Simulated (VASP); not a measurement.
## Be2CdO3: single point with PBE

The system is Be2CdO3.

```
Be Cd O
1.0
     2.80621    0.00000    0.00000
    -1.40311    2.43025    0.00000
     0.00000    0.00000    7.37641
Be Cd O
2 1 3
Direct
  0.33333 0.66667 0.14296
  0.66667 0.33333 0.85704
  0.00000 0.00000 0.50000
  0.33333 0.66667 0.72700
  0.66667 0.33333 0.27300
  0.00000 0.00000 0.00000
```

The cell was built from a structure type or drawn by symmetry, and may not be a known phase.

```
Program             : VASP 6.6.1
Task                : single point
Functional          : PBE
Potentials or basis : VASP PAW PBE potentials, release 64 (Be, Cd, O)
Cutoff              : 600 eV
k mesh              : 5 × 5 × 2
Occupations         : gaussian, width 0.15 eV
Spin                : no spin polarisation
```

* Pressure: 0.8 GPa
* Largest force: 0.104 eV/Å
* Band gap on the k mesh: 1.59 eV (least direct gap 2.13 eV)

Forces on the atoms (eV/Å):
```
Be   0.000  0.000 -0.004
Be   0.000  0.000  0.004
Cd   0.000  0.000  0.000
O    0.000  0.000  0.104
O    0.000  0.000 -0.104
O    0.000  0.000  0.000
```

Stress tensor (GPa, compression positive):
```
0.72 0.00 0.00
0.00 0.72 0.00
0.00 0.00 1.09
```

Levels at points of the mesh, in eV from the valence-band top:
| k point | band 14 | band 15 | band 16 | band 17 | band 18 | band 19 | band 20 | band 21 |
| --- | --- | --- | --- | --- | --- | --- | --- | --- |
| (0.00, 0.00, 0.00) | -0.54 | -0.54 | -0.54 | -0.54 | 1.59 | 6.67 | 6.71 | 9.50 |
| (0.00, 0.00, 0.50) | -0.76 | -0.76 | -0.40 | -0.40 | 2.57 | 6.17 | 6.63 | 9.93 |

Run time: 37 s on 1 thread of Intel Xeon 8259CL (shared host), peak memory 0.18 GiB.

Caveat: the k points lie up to 0.52 Å⁻¹ apart; an odd mesh through Γ misses points on the zone boundary, where band edges can lie.
